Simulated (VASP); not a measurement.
Bi3Te2:

```
CELL_PARAMETERS angstrom
5.54560 0.00000 0.00000
-2.77280 4.80263 0.00000
0.00000 0.00000 6.84168
ATOMIC_POSITIONS crystal
Bi 0.00000 0.00000 0.00000
Bi 0.33333 0.66667 0.74979
Bi 0.66667 0.33333 0.25021
Te 0.33333 0.66667 0.21126
Te 0.66667 0.33333 0.78874
```

* Program: VASP 6.6.1
* Task: relaxation of cell and atoms
* Functional: PBE
* Potentials or basis: VASP PAW PBE potentials, release 64 (Bi_d, Te)
* Cutoff: 600 eV
* k mesh: 6 × 6 × 4
* Occupations: gaussian, width 0.1 eV
* Spin: no spin polarisation

At the start: pressure 0.3 GPa; volume 36.44 Å³/atom.

Task: Where does the relaxation end?

Result: Over 18 steps the energy falls by 38.2 meV/atom and the volume is 36.07 Å³/atom (-1.0 %); space group P-3m1 (No. 164, to 0.1 Å) before and after.

The path:
```csv
step,energy change (eV),largest force (eV/Å),pressure (GPa),volume (Å³)
1,0.0000,0.1636,0.33,182.22
2,-0.1390,0.2119,-0.41,184.06
3,-0.1462,0.2608,-0.51,184.42
4,-0.1465,0.2745,-0.53,184.50
5,-0.1585,0.3254,0.13,181.32
6,-0.1592,0.3412,0.35,180.34
7,-0.1690,0.2691,0.33,179.86
8,-0.1837,0.0701,0.32,178.42
9,-0.1840,0.0800,0.33,178.17
10,-0.1860,0.1063,-0.14,180.02
11,-0.1861,0.1035,-0.07,179.74
12,-0.1872,0.0824,-0.05,179.80
13,-0.1891,0.0477,0.00,179.96
14,-0.1893,0.0597,0.03,180.03
15,-0.1901,0.0536,0.02,180.14
16,-0.1907,0.0448,0.00,180.31
17,-0.1907,0.0418,0.00,180.37
18,-0.1908,0.0370,-0.01,180.37
```

Final structure:
```cif
data_structure
_symmetry_space_group_name_H-M 'P 1'
_symmetry_Int_Tables_number 1
_cell_length_a 5.6679
_cell_length_b 5.6679
_cell_length_c 6.4831
_cell_angle_alpha 90.000
_cell_angle_beta 90.000
_cell_angle_gamma 120.000
_cell_volume 180.37
loop_
_atom_site_label
_atom_site_type_symbol
_atom_site_fract_x
_atom_site_fract_y
_atom_site_fract_z
_atom_site_occupancy
Bi1 Bi 0.00000 0.00000 0.00000 1
Bi2 Bi 0.33333 0.66667 0.75733 1
Bi3 Bi 0.66667 0.33333 0.24267 1
Te1 Te 0.33333 0.66667 0.22976 1
Te2 Te 0.66667 0.33333 0.77024 1
```
